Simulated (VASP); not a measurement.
Wanted: the native input for a VASP 6.6.1 run.

- Task: single point
- Functional: PBEsol
- Potentials or basis: VASP PAW PBE potentials, release 64 (Ag, Cl)
- Cutoff: 520 eV
- k mesh: 12 × 12 × 12
- Occupations: gaussian, width 0.05 eV
- Spin: no spin polarisation
- Dipole correction: no
- Further INCAR settings: ALGO = Normal; EDIFF = 1e-07; NBANDS = 16

The structure of AgCl lies in POSCAR:

```
AgCl
1.0
    3.3335147577     -0.0878141075     -0.0878141075
   -0.0878141075      3.3335147577     -0.0878141075
   -0.0878141075     -0.0878141075      3.3335147577
Ag Cl
1 1
Direct
    0.0000000000      0.0000000000      0.0000000000
    0.5000000000      0.5000000000      0.5000000000
```

These files were run (other wordings do the same):

INCAR

```
SYSTEM = AgCl
PREC = Accurate
ENCUT = 520
EDIFF = 1E-7
ISMEAR = 0
SIGMA = 0.05
LREAL = .False.
LASPH = .True.
NELM = 80
ALGO = Normal
ISIF = 2
LWAVE = .False.
LCHARG = .False.
GGA = PS
NBANDS = 16
```

KPOINTS

```
Automatic mesh
0
Gamma
  12 12 12
  0 0 0
```

Potentials or basis: VASP PAW PBE potentials, release 64 (Ag, Cl).

The run is started by

```console
$ cat potpaw_PBE.64/Ag/POTCAR potpaw_PBE.64/Cl/POTCAR > POTCAR
$ mpirun -np 1 vasp_std > vasp.out
```

It gave:

The pressure is 0.2 GPa. The band gap on the k mesh is 0.30 eV, indirect (least direct gap 2.21 eV).

Caveat: the PAW data sets were made with another functional, which shifts forces and pressure a little.

Run time: 2.9 min on 1 thread of AMD EPYC 7571, with other jobs on the host, peak memory 0.21 GiB.
